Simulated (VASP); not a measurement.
# CoBi (rocksalt type) (Fm-3m) in VASP: single point with PBE

Aim: the single point of CoBi (rocksalt type) with PBE.

All numbers are computed with VASP 6.6.1; they aren't measurements. Logs are shortened: lines on timing, memory, paths and dates and some standing lists are left out, and cuts for length are marked.

**1. The cell of the first run**

It takes space group Fm-3m (No. 225, cubic). Conventional cell: a = 5.489 Å, b = 5.489 Å, c = 5.489 Å, α = 90.00°, β = 90.00°, γ = 90.00°. Co (site symmetry m-3m) has 6 Bi at 2.74 Å within 3.6 Å. Within 3.6 Å of Bi (site symmetry m-3m) lie 6 Co at 2.74 Å.

**2. Single point, PBE, collinear spin, ferromagnetic start (20.67 Å³/atom)**

Contents of INCAR:

```
  PREC = Accurate
  ENCUT = 520
  EDIFF = 1E-6
  ISMEAR = -1
  SIGMA = 0.05
  LREAL = F
  LASPH = T
  NELM = 150
  ALGO = Normal
  ISIF = 2
  LWAVE = F
  LCHARG = F
  ISPIN = 2
  MAGMOM = 2 0
  LORBIT = 11
  LMAXMIX = 4
  GGA = PE
  NBANDS = 23
```

Contents of KPOINTS:

```
Automatic mesh
0
Gamma
  13 13 13
```

Contents of POSCAR:

```
CoBi
1.0
    0.0000000000      2.7446095377      2.7446095377
    2.7446095377      0.0000000000      2.7446095377
    2.7446095377      2.7446095377      0.0000000000
Co Bi
1 1
Direct
    0.0000000000      0.0000000000      0.0000000000
    0.5000000000      0.5000000000      0.5000000000
```

Potentials or basis: VASP PAW PBE potentials, release 64 (Co, Bi_d).

Started as:

```sh
$ cat potpaw_PBE.64/Co/POTCAR potpaw_PBE.64/Bi_d/POTCAR > POTCAR
$ mpirun -np 1 vasp_std > vasp.out
```

OUTCAR:

```text
PREC = Accurate
   ENCUT = 520
   EDIFF = 1E-6
   ISMEAR = -1
   LREAL = F
   LASPH = T
   NELM = 150
   ISIF = 2
   ISPIN = 2
   LORBIT = 11
   GGA = PE

 ion  position               nearest neighbor table
   1  0.000  0.000  0.000-   2 2.74   2 2.74   2 2.74   2 2.74   2 2.74   2 2.74
   2  0.500  0.500  0.500-   1 2.74   1 2.74   1 2.74   1 2.74   1 2.74   1 2.74

  LATTYP: Found a face centered cubic cell.
 ALAT       =     5.4892190754

  Lattice vectors:

 A1 = (   0.0000000000,   2.7446095377,   2.7446095377)
 A2 = (   2.7446095377,   0.0000000000,   2.7446095377)
 A3 = (   2.7446095377,   2.7446095377,   0.0000000000)

Analysis of symmetry for initial positions (statically):
=====================================================================
 Subroutine PRICEL returns:
 Original cell was already a primitive cell.

 Routine SETGRP: Setting up the symmetry group for a
 face centered cubic supercell.

 Subroutine GETGRP returns: Found 48 space group operations
 (whereof 48 operations were pure point group operations)
 out of a pool of 48 trial point group operations.

The static configuration has the point symmetry O_h .

Analysis of symmetry for dynamics (positions and initial velocities):
=====================================================================
 Subroutine PRICEL returns:
 Original cell was already a primitive cell.

 Routine SETGRP: Setting up the symmetry group for a
 face centered cubic supercell.

 Subroutine GETGRP returns: Found 48 space group operations
 (whereof 48 operations were pure point group operations)
 out of a pool of 48 trial point group operations.

The dynamic configuration has the point symmetry O_h .

Analysis of structural, dynamic, and magnetic symmetry:
=====================================================================
 Subroutine PRICEL returns:
 Original cell was already a primitive cell.

 Routine SETGRP: Setting up the symmetry group for a
 face centered cubic supercell.

 Subroutine GETGRP returns: Found 48 space group operations
 (whereof 48 operations were pure point group operations)
 out of a pool of 48 trial point group operations.

The overall configuration has the point symmetry O_h .

 Subroutine INISYM returns: Found 48 space group operations
 (whereof 48 operations are pure point group operations),
 and found     1 'primitive' translations

----------------------------------------------------------------------------------------

                                     Primitive cell

  volume of cell :      41.3496

  direct lattice vectors                    reciprocal lattice vectors
     0.000000000  2.744609538  2.744609538    -0.182175276  0.182175276  0.182175276
     2.744609538  0.000000000  2.744609538     0.182175276 -0.182175276  0.182175276
     2.744609538  2.744609538  0.000000000     0.182175276  0.182175276 -0.182175276

  length of vectors
     3.881464032  3.881464032  3.881464032     0.315536834  0.315536834  0.315536834

  position of ions in fractional coordinates (direct lattice)
     0.000000000  0.000000000  0.000000000
     0.500000000  0.500000000  0.500000000

  ion indices of the primitive-cell ions
   primitive index   ion index
                 1           1
                 2           2

----------------------------------------------------------------------------------------

 KPOINTS: Automatic mesh

Automatic generation of k-mesh.
 Grid dimensions read from file:
 generate k-points for:   13   13   13

 Generating k-lattice:

  Cartesian coordinates                     Fractional coordinates (reciprocal lattice)
    -0.014013483  0.014013483  0.014013483     0.076923077  0.000000000  0.000000000
     0.014013483 -0.014013483  0.014013483     0.000000000  0.076923077  0.000000000
     0.014013483  0.014013483 -0.014013483     0.000000000  0.000000000  0.076923077

  Length of vectors
     0.024272064  0.024272064  0.024272064

  Shift w.r.t. Gamma in fractional coordinates (k-lattice)
     0.000000000  0.000000000  0.000000000

 Subroutine IBZKPT returns following result:
 ===========================================

 Found     84 irreducible k-points:

 Following reciprocal coordinates:
            Coordinates               Weight
  0.000000  0.000000  0.000000      1.000000
  0.076923  0.000000  0.000000      8.000000
  0.153846  0.000000  0.000000      8.000000
  0.230769  0.000000  0.000000      8.000000
  0.307692  0.000000  0.000000      8.000000
  0.384615  0.000000  0.000000      8.000000
[... 16 lines left out ...]
  0.384615  0.153846  0.000000     24.000000
  0.461538  0.153846  0.000000     24.000000
 [... further k-points ...]
   k-points           NKPTS =     84   k-points in BZ     NKDIM =     84   number of bands    NBANDS=     23
   number of dos      NEDOS =    301   number of ions     NIONS =      2
   total plane-waves  NPLWV =  27000
   dimension x,y,z NGX =    30 NGY =   30 NGZ =   30
   dimension x,y,z NGXF=    60 NGYF=   60 NGZF=   60
   ions per type =               1   1
   NGX,Y,Z   is equivalent  to a cutoff of  12.85, 12.85, 12.85 a.u.
   NGXF,Y,Z  is equivalent  to a cutoff of  25.70, 25.70, 25.70 a.u.
 SYSTEM =  unknown system
   PREC   = accura    normal or accurate (medium, high low for compatibility)
   ISTART =      0    job   : 0-new  1-cont  2-samecut
   ICHARG =      2    charge: 1-file 2-atom 10-const
   ISPIN  =      2    spin polarized calculation?
   LNONCOLLINEAR =      F non collinear calculations
   LSORBIT =      F    spin-orbit coupling
   LASPH  =      T    aspherical Exc in radial PAW
   ENCUT  =  520.0 eV  38.22 Ry    6.18 a.u.   7.22  7.22  7.22*2*pi/ulx,y,z
   NELM   =    150;   NELMIN=  2; NELMDL= -5     # of ELM steps
   EDIFF  = 0.1E-05   stopping-criterion for ELM
   LREAL  =      F    real-space projection
   EDIFFG = 0.1E-04   stopping-criterion for IOM
   NSW    =      0    number of steps for IOM
   IBRION =     -1    ionic relax: 0-MD 1-quasi-New 2-CG
   NFREE  =      0    steps in history (QN), initial steepest desc. (CG)
   ISIF   =      2    stress and relaxation
   ISYM   =      2    0-nonsym 1-usesym 2-fastsym
   POTIM  = 0.5000    time-step for ionic-motion
   TEBEG  =    0.0;   TEEND  =   0.0 temperature during run
   PSTRESS=    0.0 pullay stress
   NELECT =      24.0000    total number of electrons
   NUPDOWN=      -1.0000    fix difference up-down
   EMIN   =  10.00;   EMAX   =-10.00  energy-range for DOS
   EFERMI =   0.00;   METHOD = LEGACY
   ISMEAR =    -1;   SIGMA  =   0.05  broadening in eV -4-tet -1-fermi 0-gaus
   EFERMI_NEDOS =   21; number of points for ismear=-14 and -15
   IALGO  =     38    algorithm
   IMIX   =      4    mixing-type and parameters
     AMIX     =   0.40;   BMIX     =  1.00
     AMIX_MAG =   1.60;   BMIX_MAG =  1.00
  volume/ion in A,a.u.               =      20.67       139.52
  Fermi-wavevector in a.u.,A,eV,Ry     =   1.365593  2.580597 25.372754  1.864845
  Thomas-Fermi vector in A             =   2.491808
   LORBIT       =     11    0 simple, 1 ext, 2 COOP (PROOUT), +10 PAW based schemes
   GGA     = PE    functional components
   LHFCALC =     F    Hartree Fock is set to
   AEXX    =    0.0000 exact exchange contribution
   IVDW    =     0    specifies the selected vdW correction
   LEPSILON=     F    determine dielectric tensor
   LRPA    =     F    only Hartree local field effects (RPA)
 spin polarized calculation
  energy-cutoff  :      520.00
  volume of cell :       41.35
 maximum number of plane-waves:      1139
 NGX is ok and might be reduce to    30
   NGX = 15   NGY = 15   NGZ = 15

 number of electron      23.9999990 magnetization       0.6917199

 Free energy of the ion-electron system (eV)
  ---------------------------------------------------
  ext. energy  EPLUGINS =         0.00000000
  ---------------------------------------------------
  free energy    TOTEN  =        -9.82471009 eV

  energy without entropy =       -9.80481806  energy(sigma->0) =       -9.81476407

 E-fermi :   8.3209     XC(G=0): -11.1855

 val. band max:        8.3202814620   @ k =  -0.4615   0.4615   0.0769
 cond. band min:       8.3270809703   @ k =  -0.3846   0.3077   0.0769
 fundamental gap:      0.0067995082
 Fermi energy:         8.3208882473

 spin component 1

 k-point     1 :       0.0000    0.0000    0.0000
  band No.  band energies     occupation
      1     -14.2402      1.00000
      2     -14.2402      1.00000
      3     -14.2105      1.00000
      4     -14.2105      1.00000
      5     -14.2105      1.00000
      6      -4.3977      1.00000
[... 15 lines left out ...]
     22      18.3537      0.00000
     23      22.3599      0.00000
[... 575 lines left out ...]
      1     -14.2466      1.00000
      2     -14.2324      1.00000
      3     -14.2007      1.00000
      4     -14.1701      1.00000
      5     -14.1590      1.00000
      6      -2.4615      1.00000
[... 15 lines left out ...]
     22      24.3959      0.00000
     23      24.9661      0.00000

 [... further k-points ...]

 spin component 2

 k-point     1 :       0.0000    0.0000    0.0000
  band No.  band energies     occupation
      1     -14.2467      1.00000
      2     -14.2467      1.00000
      3     -14.2181      1.00000
      4     -14.2181      1.00000
      5     -14.2181      1.00000
      6      -4.4323      1.00000
[... 15 lines left out ...]
     22      18.4244      0.00000
     23      22.4758      0.00000
[... 575 lines left out ...]
      1     -14.2535      1.00000
      2     -14.2391      1.00000
      3     -14.2083      1.00000
      4     -14.1774      1.00000
      5     -14.1661      1.00000
      6      -2.5047      1.00000
[... 15 lines left out ...]
     22      24.3962      0.00000
     23      25.0010      0.00000

 [... further k-points ...]

------------------------ aborting loop because EDIFF is reached ----------------------------------------

  FORCE on cell =-STRESS in cart. coord.  units (eV):
  Direction    XX          YY          ZZ          XY          YZ          ZX
  --------------------------------------------------------------------------------------
  -------------------------------------------------------------------------------------
  Total       -0.9291883     -0.9291883     -0.9291883      0.0000000      0.0000000     -0.0000000
  in kB      -36.0033238    -36.0033238    -36.0033238      0.0000000      0.0000000     -0.0000000
  external PRESSURE =     -36.0033238 kB  Pullay stress =       0.0000000 kB

 VOLUME and BASIS-vectors are now :
 -----------------------------------------------------------------------------
  energy-cutoff  :      520.00
  volume of cell :       41.35
      direct lattice vectors                 reciprocal lattice vectors
     0.000000000  2.744609538  2.744609538    -0.182175276  0.182175276  0.182175276
     2.744609538  0.000000000  2.744609538     0.182175276 -0.182175276  0.182175276
     2.744609538  2.744609538  0.000000000     0.182175276  0.182175276 -0.182175276

 POSITION                                       TOTAL-FORCE (eV/Angst)
 -----------------------------------------------------------------------------------
      0.00000      0.00000      0.00000         0.000000      0.000000      0.000000
      2.74461      2.74461      2.74461         0.000000      0.000000      0.000000
 -----------------------------------------------------------------------------------
    total drift:                                0.000000      0.000000      0.000000

  FREE ENERGIE OF THE ION-ELECTRON SYSTEM (eV)
  ---------------------------------------------------
  free  energy   TOTEN  =        -9.8247100893 eV

  energy  without entropy=       -9.8048180574  energy(sigma->0) =       -9.81476407

 total charge

# of ion       s       p       d       tot
------------------------------------------
    1        0.386   0.258   7.449   8.093
    2        1.465   1.451   9.939  12.855
--------------------------------------------------
tot          1.851   1.710  17.388  20.948

 magnetization (x)

# of ion       s       p       d       tot
------------------------------------------
    1        0.028   0.002   0.732   0.761
    2        0.012  -0.063   0.005  -0.046
--------------------------------------------------
tot          0.040  -0.061   0.737   0.716
```

It took 72 s on 1 thread of AMD EPYC 9R45 (Zen 5), shared host; peak memory 0.24 GiB.

Results:

```
Free energy                                           : -9.8247 eV
Pressure                                              : -3.6 GPa
Net moment                                            : 0.69 μB per cell
Site moments                                          : Co +0.76; Bi -0.05 μB
Valence electrons inside the program's atomic spheres : Co 8.09; Bi 12.86
```

Caveat: the cell stands under tension; spin-orbit coupling is left out, which moves the levels of the heavy elements.
